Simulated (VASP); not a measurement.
Runs of VASP 6.6.1 on CdO (Monteponite). The structure is that of space group Fm-3m (No. 225), or close to it. The cells are those of the table. 

```csv
cell,gap on the mesh (eV),pressure (GPa)
"a = 3.430 Å, angles 60.0°, 2 atoms",none,-5.0
"a = 3.208 Å, angles 60.0°, 2 atoms",none,29.0
"a = 3.237 Å, angles 60.0°, 2 atoms",none,22.5
"a = 3.404 Å, angles 60.0°, 2 atoms",none,(a)
"a = 3.266 Å, angles 60.0°, 2 atoms",none,(b)
"a = 3.377 Å, angles 60.0°, 2 atoms",none,0.3
"a = 3.295 Å, angles 60.0°, 2 atoms",none,(c)
"a = 3.323 Å, angles 60.0°, 2 atoms",none,7.4
"a = 3.350 Å, angles 60.0°, 2 atoms",none,3.6
```

Alike in all rows: task single point; level PBE; potentials or basis VASP PAW PBE potentials, release 64 (Cd, O); no spin polarisation; k mesh 7 × 7 × 7; cutoff (eV) 600; smearing fermi-dirac 0.1 eV.

Problem. Estimate the missing entries.

Solution. (a) -2.5; (b) 16.7; (c) 11.7.

A k mesh can miss the band edges, and the runs leave out spin-orbit coupling on Cd.

A gap of «none» marks levels without a gap at the run's occupations.
